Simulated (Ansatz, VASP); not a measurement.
# One calculation of Te, two programs

```
Te
1.0
     3.91019    0.00000    0.00000
    -1.95509    3.38632    0.00000
     0.00000    0.00000    8.33379
Te
4
Direct
  0.00000 0.00000 0.00000
  0.00000 0.00000 0.50000
  0.33333 0.66667 0.25000
  0.66667 0.33333 0.75000
```

Alike in both runs: task single point; functional PBEsol; k mesh 10 × 10 × 4; occupations fermi-dirac, width 0.1 eV; no spin polarisation.

|  | VASP | Ansatz |
| --- | --- | --- |
| version | VASP 6.6.1 | Ansatz 0.2.0 |
| potentials or method | VASP PAW PBE potentials, release 64 (Te), cutoff 520 eV | plane waves (420 eV) with PAW, scalar-relativistic |
| valence electrons in the cell | 24 | 64 |

|  | VASP | Ansatz | Ansatz less VASP |
| --- | --- | --- | --- |
| pressure (GPa) | 6.0 | 5.9 | -0.08 |
| traceless stress, the component that is largest in VASP (GPa) | 1.83 | 1.77 | -0.060 |

VASP's potentials were made for PBE, not for PBEsol, and Ansatz warns of the same on its side. VASP's potentials hold 24 valence electrons a cell and Ansatz's 64, so a difference there can come from the potentials and not from the codes.

Spin-orbit coupling is off throughout.
